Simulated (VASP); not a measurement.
Input of a VASP 6.6.1 run:

Contents of INCAR:

```
SYSTEM = AlCo
PREC = Accurate
ENCUT = 600
EDIFF = 1E-6
ISMEAR = -1
SIGMA = 0.15
LREAL = .FALSE.
LASPH = .TRUE.
NELM = 80
ALGO = Normal
ISIF = 3
LWAVE = .FALSE.
LCHARG = .FALSE.
GGA = PS
IBRION = 2
NSW = 80
EDIFFG = -0.001
```

KPOINTS

```
regular mesh
0
G
  14 14 14
  0 0 0
```

POSCAR

```
AlCo
1.0
    2.8225855357      0.0000000000      0.0000000000
    0.0000000000      2.8225855357      0.0000000000
    0.0000000000      0.0000000000      2.8225855357
Al Co
1 1
Direct
    0.0000000000      0.0000000000      0.0000000000
    0.5000000000      0.5000000000      0.5000000000
```

Potentials or basis: VASP PAW PBE potentials, release 64 (Al, Co).

Command:

```console
$ cat potpaw_PBE.64/Al/POTCAR potpaw_PBE.64/Co/POTCAR > POTCAR
$ mpirun -np 1 vasp_std > vasp.out
```

Question: What does it give for the band gap on the k mesh?

Answer: Zero (band 6 reaches 13.17 eV, above the bottom of band 7 at 10.54 eV).

Question: Predict the relaxed volume.

Answer: 11.27 Å³/atom.

Final structure:
```yaml
crystal:
  lattice:
    - [2.82491, 0.00000, 0.00000]
    - [0.00000, 2.82491, 0.00000]
    - [0.00000, 0.00000, 2.82491]
  atoms:
    - { symbol: Al, position: [0.00000, 0.00000, 0.00000] }
    - { symbol: Co, position: [0.50000, 0.50000, 0.50000] }
```

Caveat: the PAW data sets were made with another functional, which shifts forces and pressure a little. Spin polarisation is off, so any magnetic state and its effect on volume and gap are missing.
